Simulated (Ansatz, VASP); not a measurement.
TaN: VASP beside Ansatz

INCAR

```
SYSTEM = TaN
PREC     = Accurate       ! precision mode
ENCUT    = 520            ! plane-wave cutoff, eV
EDIFF    = 1E-8           ! SCF threshold, eV
ISMEAR   = -1             ! smearing method
SIGMA    = 0.02           ! smearing width, eV
LREAL    = .FALSE.        ! projectors in reciprocal space
LASPH    = .TRUE.         ! aspherical terms in the spheres
NELM     = 80             ! most SCF steps
ALGO     = Normal         ! electronic algorithm
ISIF     = 2              ! what is computed and relaxed
LWAVE    = .FALSE.        ! write WAVECAR
LCHARG   = .FALSE.        ! write CHGCAR
LEFG     = .TRUE.       
NBANDS   = 15             ! bands
```

Contents of KPOINTS:

```
regular mesh
0
G
  12 12 10
  0 0 0
```

The input POSCAR:

```
TaN
1.0
    2.9379988584      0.0146899943      0.0146899943
   -1.4562775210      2.5370366506      0.0053769111
    0.0144150000      0.0144150000      2.8830000000
Ta N
1 1
Direct
    0.3333333333      0.6666666667      0.5000000000
    0.0000000000      0.0000000000      0.0000000000
```

Input for Ansatz:

```yaml
crystal:
  lattice:
    - [2.9379988584, 0.0146899943, 0.0146899943]
    - [-1.456277521, 2.5370366506, 0.0053769111]
    - [0.014415, 0.014415, 2.883]
  atoms:
    - { symbol: Ta, position: [0.3333333333, 0.6666666667, 0.5] }
    - { symbol: "N", position: [0.0, 0.0, 0.0] }
kpoints:
  mp_grid: { grid: [12, 12, 10] }
scf:
  occupations: { method: fermi_dirac, width: 0.02 }
hamiltonian:
  xc: lda
  pseudopotentials: { kind: all_electron, datasets: crystal }
output:
  forces: true
  stress: true
  eigenvalues: true
  efg: { contact_densities: true }
```

Change from the starting cell: equal xy, yz and zx shear strains of +1 %, crystal datasets.

Alike in both runs: task electric field gradients; functional LDA; k mesh 12 × 12 × 10; occupations fermi-dirac, width 0.02 eV; no spin polarisation.

```csv
,VASP,Ansatz
version,VASP 6.6.1,Ansatz 0.2.0
potentials or method,"VASP PAW LDA potentials, release 64 (Ta_pv, N), cutoff 520 eV","all-electron PAW with datasets made for the crystal, scalar-relativistic"
```

```csv
,VASP,Ansatz,Ansatz less VASP
pressure (GPa),-9.7,-11.4,-1.71
"traceless stress, the component that is largest in VASP (GPa)",-2.37,-2.33,+0.044
rms of the force components (eV/Å),0.005,0.004,-0.0012
size of Vzz on the site where it differs most (V/Å²),44.2,71.2,+26.93
```

LDA's correlation is that of Perdew and Zunger in VASP and of Perdew and Wang (1992) in Ansatz. Atom by atom the forces differ by 0.002 eV/Å (rms over components). Ansatz ran all-electron here, and VASP with PAW potentials.

Neither program's run includes spin-orbit coupling.
